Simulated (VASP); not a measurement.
# Ge4H in VASP: a series of runs

Ge4H is run at these levels: PBE+D3(BJ); tasks: single point.

All numbers are computed with VASP 6.6.1; they aren't measurements. Logs are shortened: lines on timing, memory, paths and dates and some standing lists are left out, and cuts for length are marked.

### Step 1. The cell of the first run

The cell holds a slab with vacuum, 5 atoms: a = 4.030 Å, b = 4.030 Å, c = 21.642 Å, α = 90.00°, β = 90.00°, γ = 90.00°.

### Step 2. Single point, PBE+D3(BJ)

File INCAR:

```
SYSTEM = Ge4H
PREC = Accurate
ENCUT = 520
EDIFF = 1E-7
ISMEAR = 0
SIGMA = 0.1
LREAL = .FALSE.
LASPH = .TRUE.
NELM = 60
ALGO = Normal
ISIF = 2
LWAVE = .FALSE.
LCHARG = .FALSE.
LDIPOL = .TRUE.
IDIPOL = 3
DIPOL = 0.5 0.5 0.336
GGA = PE
IVDW = 12
NBANDS = 36
```

File KPOINTS:

```
regular mesh
0
G
  7 7 1
  0 0 0
```

File POSCAR:

```
Ge4H
1.0
    4.0303587907      0.0000000000      0.0000000000
    0.0000000000      4.0303587907      0.0000000000
    0.0000000000      0.0000000000     21.6416627718
Ge H
4 1
Direct
    0.0000000000      0.5000000000      0.1848286817
    0.0000000000      0.0000000000      0.2506714513
    0.5000000000      0.0000000000      0.3196569899
    0.5000000000      0.5000000000      0.3854446333
    0.5000000000      0.5000000000      0.5379282957
```

Potentials or basis: VASP PAW PBE potentials, release 64 (Ge_d, H).

The run is started by

```console
cat potpaw_PBE.64/Ge_d/POTCAR potpaw_PBE.64/H/POTCAR > POTCAR
mpirun -np 1 vasp_std > vasp.out
```

OUTCAR:

```text
SYSTEM = Ge4H
   PREC = Accurate
   ENCUT = 520
   EDIFF = 1E-7
   ISMEAR = 0
   LREAL = .FALSE.
   LASPH = .TRUE.
   NELM = 60
   ISIF = 2
   GGA = PE
   IVDW = 12
 IVDW          = 12

 ion  position               nearest neighbor table
   1  0.000  0.500  0.185-   2 2.47   2 2.47
   2  0.000  0.000  0.251-   1 2.47   1 2.47   3 2.51   3 2.51
   3  0.500  0.000  0.320-   4 2.47   4 2.47   2 2.51   2 2.51
   4  0.500  0.500  0.385-   3 2.47   3 2.47
   5  0.500  0.500  0.538-

  LATTYP: Found a simple tetragonal cell.
 ALAT       =     4.0303587907
 C/A-ratio  =     5.3696615849

  Lattice vectors:

 A1 = (   4.0303587907,   0.0000000000,   0.0000000000)
 A2 = (   0.0000000000,   4.0303587907,   0.0000000000)
 A3 = (   0.0000000000,   0.0000000000,  21.6416627718)

Analysis of symmetry for initial positions (statically):
=====================================================================
 Subroutine PRICEL returns:
 Original cell was already a primitive cell.

 Routine SETGRP: Setting up the symmetry group for a
 simple tetragonal supercell.

 Subroutine GETGRP returns: Found  4 space group operations
 (whereof  4 operations were pure point group operations)
 out of a pool of 16 trial point group operations.

The static configuration has the point symmetry C_2v.

Analysis of symmetry for dynamics (positions and initial velocities):
=====================================================================
 Subroutine PRICEL returns:
 Original cell was already a primitive cell.

 Routine SETGRP: Setting up the symmetry group for a
 simple tetragonal supercell.

 Subroutine GETGRP returns: Found  4 space group operations
 (whereof  4 operations were pure point group operations)
 out of a pool of 16 trial point group operations.

The dynamic configuration has the point symmetry C_2v.

 Subroutine INISYM returns: Found  4 space group operations
 (whereof  4 operations are pure point group operations),
 and found     1 'primitive' translations

----------------------------------------------------------------------------------------

                                     Primitive cell

  volume of cell :     351.5427

  direct lattice vectors                    reciprocal lattice vectors
     4.030358791  0.000000000  0.000000000     0.248116868  0.000000000  0.000000000
     0.000000000  4.030358791  0.000000000     0.000000000  0.248116868  0.000000000
[... 91 lines left out ...]
   TEBEG  =    0.0;   TEEND  =   0.0 temperature during run
   PSTRESS=    0.0 pullay stress
   NELECT =      57.0000    total number of electrons
   NUPDOWN=      -1.0000    fix difference up-down
   EMIN   =  10.00;   EMAX   =-10.00  energy-range for DOS
   EFERMI =   0.00;   METHOD = LEGACY
   ISMEAR =     0;   SIGMA  =   0.10  broadening in eV -4-tet -1-fermi 0-gaus
   EFERMI_NEDOS =   21; number of points for ismear=-14 and -15
   IALGO  =     38    algorithm
   IMIX   =      4    mixing-type and parameters
     AMIX     =   0.40;   BMIX     =  1.00
     AMIX_MAG =   1.60;   BMIX_MAG =  1.00
  volume/ion in A,a.u.               =      70.31       474.47
  Fermi-wavevector in a.u.,A,eV,Ry     =   0.892703  1.686964 10.842742  0.796919
  Thomas-Fermi vector in A             =   2.014686
   LORBIT       =      0    0 simple, 1 ext, 2 COOP (PROOUT), +10 PAW based schemes
   GGA     = PE    functional components
   LHFCALC =     F    Hartree Fock is set to
   AEXX    =    0.0000 exact exchange contribution
   IVDW    =    12    specifies the selected vdW correction
   LEPSILON=     F    determine dielectric tensor
   LRPA    =     F    only Hartree local field effects (RPA)
 non-spin polarized calculation
 Gauss-broadening in eV      SIGMA  =   0.10
  energy-cutoff  :      520.00
  volume of cell :      351.54
 maximum number of plane-waves:      9517
 NGX is ok and might be reduce to    30
   NGX = 15   NGY = 15   NGZ = 81

 dipolmoment           0.000000      0.000000     -0.000002 electrons x Angstroem

 number of electron      56.9999904 magnetization

 dipolmoment           0.000000      0.000000      0.129116 electrons x Angstroem

 Free energy of the ion-electron system (eV)
  ---------------------------------------------------
  ext. energy  EPLUGINS =         0.00000000
  ---------------------------------------------------
  free energy    TOTEN  =       -16.03682687 eV

  energy without entropy =      -16.02135537  energy(sigma->0) =      -16.02909112

 E-fermi :  -2.9241     XC(G=0):  -3.8290

 val. band max:       -2.9381392654   @ k =   0.4286   0.4286   0.0000
 cond. band min:      -2.8439035313   @ k =   0.0000   0.2857   0.0000
 fundamental gap:      0.0942357341
 Fermi energy:        -2.9240912637

 k-point     1 :       0.0000    0.0000    0.0000
  band No.  band energies     occupation
      1     -27.4632      2.00000
      2     -27.4279      2.00000
      3     -27.3996      2.00000
      4     -27.3917      2.00000
      5     -27.3350      2.00000
      6     -27.2351      2.00000
[... 613 lines left out ...]
     35       2.0657      0.00000
     36       3.2530      0.00000

------------------------ aborting loop because EDIFF is reached ----------------------------------------

 vacuum level on the upper side and lower side of the slab       (xc-potential included)         0.623        -0.768

 Edisp (eV)   -0.88042

 E8    (eV) :    -0.4069

  FORCE on cell =-STRESS in cart. coord.  units (eV):
  Direction    XX          YY          ZZ          XY          YZ          ZX
  --------------------------------------------------------------------------------------
  -------------------------------------------------------------------------------------
  Total      -2.80208     0.14749    -2.66363     0.00000     0.00000     0.00000
  in kB     -12.77067     0.67219   -12.13965     0.00000     0.00000     0.00000
  external pressure =       -8.08 kB  Pullay stress =        0.00 kB

 VOLUME and BASIS-vectors are now :
 -----------------------------------------------------------------------------
  energy-cutoff  :      520.00
  volume of cell :      351.54
      direct lattice vectors                 reciprocal lattice vectors
     4.030358791  0.000000000  0.000000000     0.248116868  0.000000000  0.000000000
     0.000000000  4.030358791  0.000000000     0.000000000  0.248116868  0.000000000
     0.000000000  0.000000000 21.641662772     0.000000000  0.000000000  0.046207170

 POSITION                                       TOTAL-FORCE (eV/Angst)
 -----------------------------------------------------------------------------------
      0.00000      2.01518      4.00000         0.000000      0.000000     -0.137418
      0.00000      0.00000      5.42495         0.000000      0.000000      0.138477
      2.01518      0.00000      6.91791         0.000000      0.000000      0.142622
      2.01518      2.01518      8.34166         0.000000      0.000000      0.647873
      2.01518      2.01518     11.64166         0.000000      0.000000     -0.791553
 -----------------------------------------------------------------------------------
    total drift:                                0.000000      0.000000     -0.001750

  FREE ENERGIE OF THE ION-ELECTRON SYSTEM (eV)
  ---------------------------------------------------
  free  energy   TOTEN  =       -16.9172439759 eV

  energy  without entropy=      -16.9017724815  energy(sigma->0) =      -16.90950823

 vacuum level on the upper side and lower side of the slab         3.414         1.983
```

It took 10 min on 1 thread of Intel Xeon 8259CL, shared host; peak memory 0.47 GiB.

What came out:

```
Free energy                : -16.9172 eV
Largest force              : 0.792 eV/Å
Band gap on the k mesh     : zero (an odd number of electrons rules out a gap without spin polarisation)
Dispersion energy per atom : -0.176 eV
```

Forces in eV/Å, atoms in the order of the input:
```
Ge   0.000  0.000 -0.137
Ge   0.000  0.000  0.138
Ge   0.000  0.000  0.143
Ge   0.000  0.000  0.648
H    0.000  0.000 -0.792
```

Levels at points of the mesh, in eV from the Fermi level:
```
           k point  band 26  band 27  band 28  band 29  band 30  band 31
(0.00, 0.00, 0.00)    -1.51    -0.60    -0.35     0.81     1.29     1.90
```

### Step 3. Single point, PBE+D3(BJ)

File INCAR:

```
SYSTEM = Ge4H
PREC     = Accurate       ! precision mode
ENCUT    = 520            ! plane-wave cutoff, eV
EDIFF    = 1E-7           ! SCF threshold, eV
ISMEAR   = 0              ! smearing method
SIGMA    = 0.1            ! smearing width, eV
LREAL    = .FALSE.        ! projectors in reciprocal space
LASPH    = .TRUE.         ! aspherical terms in the spheres
NELM     = 60             ! most SCF steps
ALGO     = Normal         ! electronic algorithm
ISIF     = 2              ! what is computed and relaxed
LWAVE    = .FALSE.        ! write WAVECAR
LCHARG   = .FALSE.        ! write CHGCAR
LDIPOL   = .TRUE.       
IDIPOL   = 3            
DIPOL    = 0.5 0.5 0.336
GGA      = PE             ! functional
IVDW     = 12             ! dispersion correction
NBANDS   = 36             ! bands
```

File KPOINTS:

```
Automatic mesh
0
G
  7 7 1
  0 0 0
```

POSCAR: that of step 2 with these lines changed.

```diff
@@ -12,2 +12,2 @@
     0.5000000000      0.5000000000      0.3854446333
-    0.5000000000      0.5000000000      0.5379282957
+    0.5000000000      1.0000000000      0.5379282957
```

Potentials or basis: VASP PAW PBE potentials, release 64 (Ge_d, H).

The run is started by

```console
cat potpaw_PBE.64/Ge_d/POTCAR potpaw_PBE.64/H/POTCAR > POTCAR
mpirun -np 1 vasp_std > vasp.out
```

Run time: 11 min. Hardware: 1 thread of Intel Xeon 8259CL, shared host; peak memory 0.47 GiB.

It converged, with:

* Free energy: -16.6774 eV
* Largest force: 0.307 eV/Å
* Band gap on the k mesh: zero (an odd number of electrons rules out a gap without spin polarisation)
* Dispersion energy per atom: -0.176 eV

Forces on the atoms (eV/Å):
```
Ge   0.000  0.000 -0.072
Ge   0.000  0.000  0.093
Ge   0.000  0.000 -0.008
Ge   0.000  0.000  0.294
H    0.000  0.000 -0.307
```

Levels at points of the mesh, in eV from the Fermi level:
| k point | band 26 | band 27 | band 28 | band 29 | band 30 | band 31 |
| --- | --- | --- | --- | --- | --- | --- |
| (0.00, 0.00, 0.00) | -1.45 | -0.51 | -0.29 | 0.80 | 1.33 | 1.97 |

### Step 4. Single point, PBE+D3(BJ)

File INCAR:

```
SYSTEM = Ge4H
ALGO = Normal
DIPOL = 0.5 0.5 0.336
EDIFF = 1E-7
ENCUT = 520
GGA = PE
IDIPOL = 3
ISIF = 2
ISMEAR = 0
IVDW = 12
LASPH = .True.
LCHARG = .False.
LDIPOL = .True.
LREAL = .False.
LWAVE = .False.
NBANDS = 36
NELM = 100
PREC = Accurate
SIGMA = 0.1
```

File KPOINTS:

```
k-points
0
Gamma
  7 7 1
  0 0 0
```

POSCAR: that of step 3 with these lines changed.

```diff
@@ -12,2 +12,2 @@
     0.5000000000      0.5000000000      0.3854446333
-    0.5000000000      1.0000000000      0.5379282957
+    1.0000000000      0.5000000000      0.5379282957
```

The run is started by

```console
cat potpaw_PBE.64/Ge_d/POTCAR potpaw_PBE.64/H/POTCAR > POTCAR
mpirun -np 1 vasp_std > vasp.out
```

Wall time 11 min (1 thread of Intel Xeon 8259CL, shared host); peak memory 0.47 GiB.

It converged, with:

```
Free energy                : -16.7644 eV
Largest force              : 0.477 eV/Å
Band gap on the k mesh     : zero (an odd number of electrons rules out a gap without spin polarisation)
Dispersion energy per atom : -0.176 eV
```

Forces on the atoms (eV/Å):
```
Ge   0.000  0.000 -0.100
Ge   0.000  0.000  0.148
Ge   0.000  0.000  0.021
Ge   0.000  0.000  0.408
H    0.000  0.000 -0.477
```

Levels at points of the mesh, in eV from the Fermi level:
| k point | band 26 | band 27 | band 28 | band 29 | band 30 | band 31 |
| --- | --- | --- | --- | --- | --- | --- |
| (0.00, 0.00, 0.00) | -1.49 | -0.52 | -0.33 | 0.77 | 1.29 | 1.93 |

### Step 5. Single point, PBE+D3(BJ)

File INCAR:

```
PREC = Accurate
ENCUT = 520
EDIFF = 1E-7
ISMEAR = 0
SIGMA = 0.1
LREAL = F
LASPH = T
NELM = 80
ALGO = Normal
ISIF = 2
LWAVE = F
LCHARG = T
LDIPOL = T
IDIPOL = 3
DIPOL = 0.5 0.5 0.336
GGA = PE
IVDW = 12
LELF = T
LVHAR = T
LVACPOTAV = T
NBANDS = 36
```

File KPOINTS:

```
Automatic mesh
0
Gamma
  7 7 1
```

POSCAR: that of step 4 with these lines changed.

```diff
@@ -12,2 +12,2 @@
     0.5000000000      0.5000000000      0.3854446333
-    1.0000000000      0.5000000000      0.5379282957
+    0.5000000000      0.5000000000      0.5379282957
```

The run is started by

```console
cat potpaw_PBE.64/Ge_d/POTCAR potpaw_PBE.64/H/POTCAR > POTCAR
mpirun -np 1 vasp_std > vasp.out
```

It took 12 min on 1 thread of Intel Xeon 8259CL, shared host; peak memory 0.47 GiB.

It converged, with:

```yaml
Free_energy: -16.9172 eV
Largest_force: 0.792 eV/Å
Band_gap_on_the_k_mesh: zero (an odd number of electrons rules out a gap without spin polarisation)
Dispersion_energy_per_atom: -0.176 eV
```

Forces on the atoms (eV/Å):
```
Ge   0.000  0.000 -0.137
Ge   0.000  0.000  0.138
Ge   0.000  0.000  0.143
Ge   0.000  0.000  0.648
H    0.000  0.000 -0.792
```

Levels at points of the mesh, in eV from the Fermi level:
| k point | band 26 | band 27 | band 28 | band 29 | band 30 | band 31 |
| --- | --- | --- | --- | --- | --- | --- |
| (0.00, 0.00, 0.00) | -1.51 | -0.60 | -0.35 | 0.81 | 1.29 | 1.90 |

### Step 6. The runs side by side

| cell | gap on the mesh (eV) | largest force (eV/Å) |
| --- | --- | --- |
| as given, atomic positions A | none | 0.79 |
| as given, atomic positions B | none | 0.31 |
| as given, atomic positions C | none | 0.48 |

Alike in all rows: task single point; level PBE+D3(BJ); potentials or basis VASP PAW PBE potentials, release 64 (Ge_d, H); no spin polarisation; k mesh 7 × 7 × 1; cutoff (eV) 520; smearing gaussian 0.1 eV.

Absolute energies hang on the potentials; compare differences alone.
